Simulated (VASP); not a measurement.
# CdS (Fm-3m) in VASP: single point with HSE06

Aim: the single point of CdS with HSE06.

All numbers are computed with VASP 6.6.1; they aren't measurements. Logs are shortened: lines on timing, memory, paths and dates and some standing lists are left out, and cuts for length are marked.

## Step 1: The cell of the first run

It takes space group Fm-3m (No. 225, cubic). Conventional cell: a = 5.454 Å, b = 5.454 Å, c = 5.454 Å, α = 90.00°, β = 90.00°, γ = 90.00°. Within 3.6 Å of Cd (site symmetry m-3m) lie 6 S at 2.73 Å. S (site symmetry m-3m) has 6 Cd at 2.73 Å within 3.6 Å.

## Step 2: Single point, HSE06

Input file POSCAR:

```
CdS
1.0
    0.0000000000      2.7267765504      2.7267765504
    2.7267765504      0.0000000000      2.7267765504
    2.7267765504      2.7267765504      0.0000000000
Cd S
1 1
Direct
    0.0000000000      0.0000000000      0.0000000000
    0.5000000000      0.5000000000      0.5000000000
```

Input file INCAR.step1:

```
SYSTEM = CdS
PREC = Accurate
ENCUT = 520
EDIFF = 1E-5
ISMEAR = 0
SIGMA = 0.01
LREAL = .False.
LASPH = .True.
NELM = 80
ALGO = Normal
ISIF = 2
LWAVE = .True.
LCHARG = .False.
GGA = PE
NBANDS = 16
```

Input file INCAR.step2:

```
SYSTEM = CdS
PREC = Accurate
ENCUT = 520
EDIFF = 1E-6
ISMEAR = 0
SIGMA = 0.01
LREAL = .False.
LASPH = .True.
NELM = 80
ALGO = Normal
ISIF = 2
LWAVE = .False.
LCHARG = .False.
GGA = PE
LHFCALC = .True.
HFSCREEN = 0.2079
PRECFOCK = Normal
ISTART = 1
NBANDS = 16
```

Input file KPOINTS:

```
Automatic mesh
0
Gamma
  6 6 6
  0 0 0
```

Potentials or basis: VASP PAW PBE potentials, release 64 (Cd, S).

The run is started by

```
$ cat potpaw_PBE.64/Cd/POTCAR potpaw_PBE.64/S/POTCAR > POTCAR
$ cp INCAR.step1 INCAR
$ mpirun -np 1 vasp_std > vasp.out
$ cp INCAR.step2 INCAR
$ mpirun -np 1 vasp_std > vasp.out
```

OUTCAR:

```text
SYSTEM = CdS
   PREC = Accurate
   ENCUT = 520
   EDIFF = 1E-6
   ISMEAR = 0
   LREAL = .False.
   LASPH = .True.
   NELM = 80
   ISIF = 2
   GGA = PE
   LHFCALC = .True.
   HFSCREEN = 0.2079
   PRECFOCK = Normal
   ISTART = 1

 ion  position               nearest neighbor table
   1  0.000  0.000  0.000-   2 2.73   2 2.73   2 2.73   2 2.73   2 2.73   2 2.73
   2  0.500  0.500  0.500-   1 2.73   1 2.73   1 2.73   1 2.73   1 2.73   1 2.73

  LATTYP: Found a face centered cubic cell.
 ALAT       =     5.4535531008

  Lattice vectors:

 A1 = (   0.0000000000,   2.7267765504,   2.7267765504)
 A2 = (   2.7267765504,   0.0000000000,   2.7267765504)
 A3 = (   2.7267765504,   2.7267765504,   0.0000000000)

Analysis of symmetry for initial positions (statically):
=====================================================================
 Subroutine PRICEL returns:
 Original cell was already a primitive cell.

 Routine SETGRP: Setting up the symmetry group for a
 face centered cubic supercell.

 Subroutine GETGRP returns: Found 48 space group operations
 (whereof 48 operations were pure point group operations)
 out of a pool of 48 trial point group operations.

The static configuration has the point symmetry O_h .

Analysis of symmetry for dynamics (positions and initial velocities):
=====================================================================
 Subroutine PRICEL returns:
 Original cell was already a primitive cell.

 Routine SETGRP: Setting up the symmetry group for a
 face centered cubic supercell.

 Subroutine GETGRP returns: Found 48 space group operations
 (whereof 48 operations were pure point group operations)
 out of a pool of 48 trial point group operations.

The dynamic configuration has the point symmetry O_h .

 Subroutine INISYM returns: Found 48 space group operations
 (whereof 48 operations are pure point group operations),
 and found     1 'primitive' translations

----------------------------------------------------------------------------------------

                                     Primitive cell

  volume of cell :      40.5489

  direct lattice vectors                    reciprocal lattice vectors
     0.000000000  2.726776550  2.726776550    -0.183366694  0.183366694  0.183366694
     2.726776550  0.000000000  2.726776550     0.183366694 -0.183366694  0.183366694
[... 83 lines left out ...]
   ISYM   =      3    0-nonsym 1-usesym 2-fastsym
   POTIM  = 0.5000    time-step for ionic-motion
   TEBEG  =    0.0;   TEEND  =   0.0 temperature during run
   PSTRESS=    0.0 pullay stress
   NELECT =      18.0000    total number of electrons
   NUPDOWN=      -1.0000    fix difference up-down
   EMIN   =  10.00;   EMAX   =-10.00  energy-range for DOS
   EFERMI =   0.00;   METHOD = LEGACY
   ISMEAR =     0;   SIGMA  =   0.01  broadening in eV -4-tet -1-fermi 0-gaus
   EFERMI_NEDOS =   21; number of points for ismear=-14 and -15
   IALGO  =     38    algorithm
   IMIX   =      1    mixing-type and parameters
     AMIX     =   0.40;   BMIX     =  1.00
     AMIX_MAG =   1.60;   BMIX_MAG =  1.00
  volume/ion in A,a.u.               =      20.27       136.82
  Fermi-wavevector in a.u.,A,eV,Ry     =   1.248838  2.359962 21.219598  1.559596
  Thomas-Fermi vector in A             =   2.382906
   LORBIT       =      0    0 simple, 1 ext, 2 COOP (PROOUT), +10 PAW based schemes
   GGA     = PE    functional components
   LHFCALC =     T    Hartree Fock is set to
   PRECFOCK=normal    Normal, Fast or Accurate (Low or Medium for compatibility)
   ENCUT4O =  -1.0   cutoff for four orbital integrals eV
   NKREDX  =     1    reduce k-point grid by
   NKREDY  =     1    reduce k-point grid by
   NKREDZ  =     1    reduce k-point grid by
   AEXX    =    0.2500 exact exchange contribution
   HFSCREEN=    0.2079 screening length (either q_TF or 0.3 A-1)
   HFSCREENC=   0.2079 screening length for correlation (either q_TF or 0.3 A-1)
   ENCUTFOCK=  -1.0 apply spherical cutoff to Coloumb kernel
   IVDW    =     0    specifies the selected vdW correction
   LEPSILON=     F    determine dielectric tensor
   LRPA    =     F    only Hartree local field effects (RPA)
 non-spin polarized calculation
 Gauss-broadening in eV      SIGMA  =   0.01
  energy-cutoff  :      520.00
  volume of cell :       40.55
 maximum number of plane-waves:      1113
 NGX is ok and might be reduce to    30
  NGX = 24; NGY = 24; NGZ = 24

 number of electron      18.0000003 magnetization

 Free energy of the ion-electron system (eV)
  ---------------------------------------------------
  ext. energy  EPLUGINS =         0.00000000
  ---------------------------------------------------
  free energy    TOTEN  =        -7.35005135 eV

  energy without entropy =       -7.35005135  energy(sigma->0) =       -7.35005135

 E-fermi :   2.4657     XC(G=0):  -8.6260

 val. band max:        2.3681434444   @ k =   0.5000   0.0000   0.0000
 cond. band min:       3.5954089692   @ k =   0.5000   0.5000   0.0000
 fundamental gap:      1.2272655248
 Fermi energy:         2.4657372397

 k-point     1 :       0.0000    0.0000    0.0000
  band No.  band energies     occupation
      1     -11.7448      2.00000
      2      -6.4770      2.00000
      3      -6.4770      2.00000
      4      -6.4506      2.00000
      5      -6.4506      2.00000
      6      -6.4506      2.00000
[... 281 lines left out ...]
      3      -6.5338      2.00000
      4      -6.3270      2.00000
      5      -6.1775      2.00000
      6      -5.5577      2.00000
[... 8 lines left out ...]
     15      17.7548      0.00000
     16      18.5995      0.00000

------------------------ aborting loop because EDIFF is reached ----------------------------------------

  FORCE on cell =-STRESS in cart. coord.  units (eV):
  Direction    XX          YY          ZZ          XY          YZ          ZX
  --------------------------------------------------------------------------------------
  -------------------------------------------------------------------------------------
  Total        0.0984585      0.0984585      0.0984585     -0.0000000      0.0000000     -0.0000000
  in kB        3.8903181      3.8903181      3.8903181     -0.0000000      0.0000000     -0.0000000
  external PRESSURE =       3.8903181 kB  Pullay stress =       0.0000000 kB

 VOLUME and BASIS-vectors are now :
 -----------------------------------------------------------------------------
  energy-cutoff  :      520.00
  volume of cell :       40.55
      direct lattice vectors                 reciprocal lattice vectors
     0.000000000  2.726776550  2.726776550    -0.183366694  0.183366694  0.183366694
     2.726776550  0.000000000  2.726776550     0.183366694 -0.183366694  0.183366694
     2.726776550  2.726776550  0.000000000     0.183366694  0.183366694 -0.183366694

 POSITION                                       TOTAL-FORCE (eV/Angst)
 -----------------------------------------------------------------------------------
      0.00000      0.00000      0.00000        -0.000000      0.000000     -0.000000
      2.72678      2.72678      2.72678         0.000000     -0.000000      0.000000
 -----------------------------------------------------------------------------------
    total drift:                               -0.000001     -0.000000     -0.000001

  FREE ENERGIE OF THE ION-ELECTRON SYSTEM (eV)
  ---------------------------------------------------
  free  energy   TOTEN  =        -7.3500513536 eV

  energy  without entropy=       -7.3500513536  energy(sigma->0) =       -7.35005135
```

OUTCAR.step1:

```text
SYSTEM = CdS
   PREC = Accurate
   ENCUT = 520
   EDIFF = 1E-5
   ISMEAR = 0
   LREAL = .False.
   LASPH = .True.
[... 515 lines left out ...]
      0.00000      0.00000      0.00000         0.000000      0.000000      0.000000
      2.72678      2.72678      2.72678        -0.000000     -0.000000     -0.000000
 -----------------------------------------------------------------------------------
    total drift:                               -0.000000      0.000000      0.000000

  FREE ENERGIE OF THE ION-ELECTRON SYSTEM (eV)
  ---------------------------------------------------
  free  energy   TOTEN  =        -5.8624740110 eV

  energy  without entropy=       -5.8624740110  energy(sigma->0) =       -5.86247401
```

OSZICAR.step1:

```text
N       E                     dE             d eps       ncg     rms          rms(c)
DAV:   1     0.109238430376E+03    0.10924E+03   -0.94251E+03   512   0.107E+03
DAV:   2    -0.259213640568E+01   -0.11183E+03   -0.10436E+03   648   0.256E+02
DAV:   3    -0.642314803519E+01   -0.38310E+01   -0.38267E+01   624   0.498E+01
DAV:   4    -0.644037861914E+01   -0.17231E-01   -0.17229E-01   640   0.341E+00
DAV:   5    -0.644054044743E+01   -0.16183E-03   -0.16183E-03   632   0.313E-01    0.764E+00
DAV:   6    -0.588949135105E+01    0.55105E+00   -0.85089E-01   696   0.116E+01    0.638E+00
DAV:   7    -0.586338886539E+01    0.26102E-01   -0.17292E-01   600   0.297E+00    0.331E+00
DAV:   8    -0.586260571791E+01    0.78315E-03   -0.18726E-02   592   0.171E+00    0.306E-01
DAV:   9    -0.586240716257E+01    0.19856E-03   -0.16048E-03   608   0.579E-01    0.677E-02
DAV:  10    -0.586245266545E+01   -0.45503E-04   -0.18958E-04   608   0.144E-01    0.561E-02
DAV:  11    -0.586247829344E+01   -0.25628E-04   -0.40069E-05   600   0.684E-02    0.141E-02
DAV:  12    -0.586247401101E+01    0.42824E-05   -0.12768E-05   432   0.467E-02
   1 F= -.58624740E+01 E0= -.58624740E+01  d E =-.161258E-13
```

Run time: 45 min. Hardware: 1 thread of Intel Xeon Platinum 8259CL at 2.50GHz (Skylake/Cascade Lake), shared host; peak memory 0.29 GiB.

Results:

* Free energy: -7.3501 eV
* Pressure: 0.4 GPa
* Band gap on the k mesh: 1.23 eV (least direct gap 2.75 eV)

Caveat: the structure was generated, so it needn't be the stable form of CdS; the PAW data sets were made with another functional, which shifts forces and pressure a little.
